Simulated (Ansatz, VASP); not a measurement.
**One calculation of Zr, two programs**

INCAR

```
SYSTEM = Zr
PREC = Accurate
ENCUT = 600
EDIFF = 1E-6
ISMEAR = -1
SIGMA = 0.15
LREAL = .False.
LASPH = .True.
NELM = 80
ALGO = Normal
ISIF = 3
LWAVE = .False.
LCHARG = .False.
GGA = CA
IBRION = 2
NSW = 80
EDIFFG = -0.001
```

File KPOINTS:

```
regular mesh
0
Gamma
  12 12 8
  0 0 0
```

POSCAR

```
Zr
1.0
    3.1539189167      0.0000000028      0.0000000000
   -1.5769594608      2.7313739019      0.0000000000
    0.0000000000      0.0000000000      5.0620693064
Zr
2
Direct
    0.3333333333      0.6666666667      0.2500000000
    0.6666666667      0.3333333333      0.7500000000
```

Input for Ansatz:

```yaml
crystal:
  lattice:
    - [3.1539189167, 2.8e-09, 0.0]
    - [-1.5769594608, 2.7313739019, 0.0]
    - [0.0, 0.0, 5.0620693064]
  atoms:
    - { symbol: Zr, position: [0.3333333333, 0.6666666667, 0.25] }
    - { symbol: Zr, position: [0.6666666667, 0.3333333333, 0.75] }
basis:
  ecutwfc: 600.0
kpoints:
  mp_grid: { grid: [12, 12, 8] }
hamiltonian:
  xc: lda
  pseudopotentials: { kind: paw, azcp: { folder: soft_1 } }
scf:
  occupations: { method: fermi_dirac, width: 0.15 }
output:
  forces: true
  stress: true
  eigenvalues: true
relax:
  adjacent_minimum: "off"
  f_tol: 0.001
  max_steps: 60
  cell: { stress_tol: 0.01 }
```

Alike in both runs: task relaxation of cell and atoms; functional LDA; k mesh 12 × 12 × 8; occupations fermi-dirac, width 0.15 eV; no spin polarisation.

```csv
,VASP,Ansatz
version,VASP 6.6.1,Ansatz 0.2.0
potentials or method,"VASP PAW LDA potentials, release 64 (Zr_sv), cutoff 600 eV","scalar-relativistic, plane waves, PAW"
valence electrons in the cell,24,24
```

|  | VASP | Ansatz | Ansatz less VASP |
| --- | --- | --- | --- |
| gap on the k mesh at the Fermi level, each at its own relaxed structure (eV) | none | none | - |
| relaxed volume (Å³/atom) | 21.84 | 21.83 | -0.006 |
| relaxed length of the cell vector where the two differ most in proportion (Å) | 5.109 | 5.106 | -0.0030 |

Ansatz warns that its potentials were made for another functional, while VASP's fit it. LDA's correlation is that of Perdew and Zunger in VASP and of Perdew and Wang (1992) in Ansatz. A gap of «none» marks a metal or a gap that the smearing closes.
